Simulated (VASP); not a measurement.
## C: single point with PBE

Crystal: C.

```xyz
8
Lattice="2.5221 0.0000 0.0000 -1.2610 2.1842 0.0000 0.0000 0.0000 8.2371" Properties=species:S:1:pos:R:3 pbc="T T T"
C     0.0000    0.0000    0.7722
C     0.0000    0.0000    4.8908
C     0.0000    0.0000    3.3463
C     0.0000    0.0000    7.4649
C     0.0000    1.2676    1.2204
C     1.2610    0.7281    5.4056
C     0.0000    1.4561    2.8315
C     1.2610    0.7281    6.9501
```

This cell differs from its parent crystal: atom 5 (C) moved +0.200 Å towards its neighbour atom 1 (C) at 1.544 Å.

```
Program             : VASP 6.6.1
Task                : single point
Functional          : PBE
Potentials or basis : VASP PAW PBE potentials, release 64 (C)
Cutoff              : 520 eV
k mesh              : 12 × 12 × 4
Occupations         : gaussian, width 0.05 eV
Spin                : no spin polarisation
```

```yaml
Pressure: 7.7 GPa
Largest_force: 10.455 eV/Å
Band_gap_on_the_k_mesh: 2.88 eV (least direct gap 3.14 eV)
```

Forces on the atoms (eV/Å):
```
C    0.000 -8.316 -3.231
C    0.000 -0.132 -0.290
C    0.000  0.000 -0.046
C    0.000 -0.116 -0.038
C    0.000  9.643  4.038
C    0.000  0.005 -0.332
C    0.000 -1.145 -0.372
C    0.000  0.061  0.270
```

Stress tensor (GPa, compression positive):
```
-0.93  0.00  0.00
 0.00 11.54  4.97
 0.00  4.97 12.61
```

Levels at points of the mesh, in eV from the valence-band top:
```csv
k point,band 12,band 13,band 14,band 15,band 16,band 17,band 18,band 19,band 20,band 21
"(0.00, 0.00, 0.00)",-2.55,-1.83,-1.20,-0.45,0.00,3.14,4.20,4.97,5.44,6.23
"(0.50, 0.00, 0.00)",-6.17,-5.73,-5.25,-4.22,-3.54,2.88,4.39,4.76,5.20,5.99
"(0.00, 0.50, 0.00)",-5.77,-5.62,-5.37,-4.57,-3.65,3.83,4.76,5.26,5.54,5.92
"(0.00, 0.00, 0.50)",-2.85,-1.94,-1.43,-1.38,-0.29,3.33,4.90,5.19,5.29,6.04
"(0.50, 0.00, 0.50)",-6.77,-5.52,-5.25,-4.38,-4.22,2.94,4.05,5.72,6.26,6.48
"(0.00, 0.50, 0.50)",-6.64,-5.75,-5.45,-4.40,-4.32,4.02,4.34,5.75,6.69,6.81
```

Run time: 4 min on 1 thread of Intel Xeon 8259CL, with other jobs on the host, peak memory 0.25 GiB.

Caveat: the cell differs from its parent crystal (atom 5 (C) moved +0.200 Å towards its neighbour atom 1 (C) at 1.544 Å); the stress differs along the axes, from -1 to 13 GPa; forces of over 1 eV/Å act on the atoms, so gaps and moduli don't describe the material at rest. A k mesh can miss the band edges.
